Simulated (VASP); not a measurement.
# PbS (Immm) in VASP: notebook, part 2 of 2

VASP 6.6.1. Earlier steps stand in the parts before.

## (3) Single point, PBE (strain +0.1125 x Voigt [0, 0, 0, 1, 0, 0])

INCAR

```
ALGO = Normal ; EDIFF = 1E-7
ENCUT = 520 ; GGA = PE
ISIF = 2 ; ISMEAR = 0
LASPH = T ; LCHARG = F
LREAL = F ; LWAVE = F
NBANDS = 17 ; NELM = 60
PREC = Accurate ; SIGMA = 0.03
```

KPOINTS

```
k-points
0
Gamma
  10 10 10
```

POSCAR

```
PbS
1.0
    0.0000000000      3.1317812500      3.1317812500
    2.9650000000      0.1667812500      2.9650000000
    2.9650000000      2.9650000000      0.1667812500
Pb S
1 1
Direct
    0.0000000000      0.0000000000      0.0000000000
    0.5000000000      0.5000000000      0.5000000000
```

Potentials or basis: VASP PAW PBE potentials, release 64 (Pb_d, S).

Command:

```console
$ cat potpaw_PBE.64/Pb_d/POTCAR potpaw_PBE.64/S/POTCAR > POTCAR
$ mpirun -np 1 vasp_std > vasp.out
```

OUTCAR:

```text
EDIFF = 1E-7
   ENCUT = 520
   GGA = PE
   ISIF = 2
   ISMEAR = 0
   LASPH = T
   LREAL = F
   NELM = 60
   PREC = Accurate

 ion  position               nearest neighbor table
   1  0.000  0.000  0.000-   2 2.96   2 2.96   2 2.97   2 2.97   2 2.97   2 2.97
   2  0.500  0.500  0.500-   1 2.96   1 2.96   1 2.97   1 2.97   1 2.97   1 2.97

  LATTYP: Found a body centered orthorhombic cell.
 ALAT       =     3.9572789067
 B/A-ratio  =     1.1192052980
 C/A-ratio  =     1.4985044370

  Lattice vectors:

 A1 = (  -2.9650000000,   2.9650000000,   0.1667812500)
 A2 = (  -2.9650000000,  -2.9650000000,  -0.1667812500)
 A3 = (   2.9650000000,   0.1667812500,   2.9650000000)

Analysis of symmetry for initial positions (statically):
=====================================================================
 Subroutine PRICEL returns:
 Original cell was already a primitive cell.

 Routine SETGRP: Setting up the symmetry group for a
 body centered orthorhombic supercell.

 Subroutine GETGRP returns: Found  8 space group operations
 (whereof  8 operations were pure point group operations)
 out of a pool of  8 trial point group operations.

The static configuration has the point symmetry D_2h.

Analysis of symmetry for dynamics (positions and initial velocities):
=====================================================================
 Subroutine PRICEL returns:
 Original cell was already a primitive cell.

 Routine SETGRP: Setting up the symmetry group for a
 body centered orthorhombic supercell.

 Subroutine GETGRP returns: Found  8 space group operations
 (whereof  8 operations were pure point group operations)
 out of a pool of  8 trial point group operations.

The dynamic configuration has the point symmetry D_2h.

 Subroutine INISYM returns: Found  8 space group operations
 (whereof  8 operations are pure point group operations),
 and found     1 'primitive' translations

[... 106 lines left out ...]
   NUPDOWN=      -1.0000    fix difference up-down
   EMIN   =  10.00;   EMAX   =-10.00  energy-range for DOS
   EFERMI =   0.00;   METHOD = LEGACY
   ISMEAR =     0;   SIGMA  =   0.03  broadening in eV -4-tet -1-fermi 0-gaus
   EFERMI_NEDOS =   21; number of points for ismear=-14 and -15
   IALGO  =     38    algorithm
   IMIX   =      4    mixing-type and parameters
     AMIX     =   0.40;   BMIX     =  1.00
     AMIX_MAG =   1.60;   BMIX_MAG =  1.00
  volume/ion in A,a.u.               =      25.98       175.35
  Fermi-wavevector in a.u.,A,eV,Ry     =   1.190809  2.250303 19.293428  1.418027
  Thomas-Fermi vector in A             =   2.326886
   LORBIT       =      0    0 simple, 1 ext, 2 COOP (PROOUT), +10 PAW based schemes
   GGA     = PE    functional components
   LHFCALC =     F    Hartree Fock is set to
   AEXX    =    0.0000 exact exchange contribution
   IVDW    =     0    specifies the selected vdW correction
   LEPSILON=     F    determine dielectric tensor
   LRPA    =     F    only Hartree local field effects (RPA)
 non-spin polarized calculation
 Gauss-broadening in eV      SIGMA  =   0.03
  energy-cutoff  :      520.00
  volume of cell :       51.97
 maximum number of plane-waves:      1424
 NGX is ok and might be reduce to    36
   NGX = 17   NGY = 15   NGZ = 15

 number of electron      20.0000000 magnetization

 Free energy of the ion-electron system (eV)
  ---------------------------------------------------
  ext. energy  EPLUGINS =         0.00000000
  ---------------------------------------------------
  free energy    TOTEN  =        -8.71307087 eV

  energy without entropy =       -8.71307087  energy(sigma->0) =       -8.71307087

 E-fermi :   5.9406     XC(G=0):  -9.7093

 val. band max:        5.8277311524   @ k =   0.0000   0.5000  -0.0000
 cond. band min:       6.0532534414   @ k =   0.5000  -0.0000   0.0000
 fundamental gap:      0.2255222889
 Fermi energy:         5.9405783967

 k-point     1 :       0.0000    0.0000    0.0000
  band No.  band energies     occupation
      1     -11.0195      2.00000
      2     -10.9879      2.00000
      3     -10.9789      2.00000
      4     -10.9668      2.00000
      5     -10.9466      2.00000
      6      -7.7386      2.00000
[... 457 lines left out ...]
      4     -10.9567      2.00000
      5     -10.9404      2.00000
      6      -6.5653      2.00000
[... 9 lines left out ...]
     16      15.9213      0.00000
     17      16.7861      0.00000

 [... further k-points ...]
[... 5 lines left out ...]
  --------------------------------------------------------------------------------------
  -------------------------------------------------------------------------------------
  Total        0.6201785      0.7265949      0.7265949     -0.0000000     -0.7011654      0.0000000
  in kB       19.1205118     22.4013998     22.4013998     -0.0000000    -21.6173904      0.0000000
  external PRESSURE =      21.3077705 kB  Pullay stress =       0.0000000 kB

 VOLUME and BASIS-vectors are now :
 -----------------------------------------------------------------------------
  energy-cutoff  :      520.00
  volume of cell :       51.97
      direct lattice vectors                 reciprocal lattice vectors
     0.000000000  3.131781250  3.131781250    -0.168634064  0.159653552  0.159653552
     2.965000000  0.166781250  2.965000000     0.168634064 -0.178685101  0.178685101
     2.965000000  2.965000000  0.166781250     0.168634064  0.178685101 -0.178685101

 POSITION                                       TOTAL-FORCE (eV/Angst)
 -----------------------------------------------------------------------------------
      0.00000      0.00000      0.00000         0.000000     -0.000000      0.000000
      2.96500      3.13178      3.13178        -0.000000      0.000000     -0.000000
 -----------------------------------------------------------------------------------
    total drift:                                0.000000      0.000000      0.000000

  FREE ENERGIE OF THE ION-ELECTRON SYSTEM (eV)
  ---------------------------------------------------
  free  energy   TOTEN  =        -8.7130708694 eV

  energy  without entropy=       -8.7130708693  energy(sigma->0) =       -8.71307087
```

OSZICAR:

```text
N       E                     dE             d eps       ncg     rms          rms(c)
DAV:   1     0.159185803153E+03    0.15919E+03   -0.97145E+03  5830   0.124E+03
DAV:   2     0.336221867127E+01   -0.15582E+03   -0.15024E+03  6133   0.315E+02
DAV:   3    -0.889130159142E+01   -0.12254E+02   -0.12084E+02  7593   0.931E+01
DAV:   4    -0.919869811350E+01   -0.30740E+00   -0.30706E+00  7466   0.160E+01
DAV:   5    -0.920967251502E+01   -0.10974E-01   -0.10973E-01  8691   0.295E+00    0.463E+00
DAV:   6    -0.871034523815E+01    0.49933E+00   -0.14118E+00  9165   0.811E+00    0.328E+00
DAV:   7    -0.871020256233E+01    0.14268E-03   -0.14598E-01  7016   0.192E+00    0.187E+00
DAV:   8    -0.871332894197E+01   -0.31264E-02   -0.16179E-02  7085   0.136E+00    0.241E-01
DAV:   9    -0.871288908434E+01    0.43986E-03   -0.32174E-03  9339   0.490E-01    0.884E-02
DAV:  10    -0.871306417275E+01   -0.17509E-03   -0.35543E-04  6622   0.115E-01    0.602E-02
DAV:  11    -0.871306996115E+01   -0.57884E-05   -0.66393E-05  8122   0.875E-02    0.189E-02
DAV:  12    -0.871307084192E+01   -0.88077E-06   -0.41439E-06  7594   0.188E-02    0.198E-03
DAV:  13    -0.871307086937E+01   -0.27450E-07   -0.11663E-07  6510   0.378E-03
   1 F= -.87130709E+01 E0= -.87130709E+01  d E =-.495509E-10
```

Run time: 2.7 min. Hardware: 1 thread of Intel Xeon 8259CL, shared host; peak memory 0.29 GiB.

Results:

```
Free energy            : -8.7131 eV
Pressure               : 2.1 GPa
Band gap on the k mesh : zero (band 10 reaches 6.05 eV, above the bottom of band 11 at 5.83 eV)
```

Stress tensor (GPa, compression positive):
```
 1.91  0.00  0.00
 0.00  2.24 -2.16
 0.00 -2.16  2.24
```

Caveat: the cell differs from its parent crystal (strain +0.1125 x Voigt [0, 0, 0, 1, 0, 0]); spin-orbit coupling is left out, which moves the levels of the heavy elements.
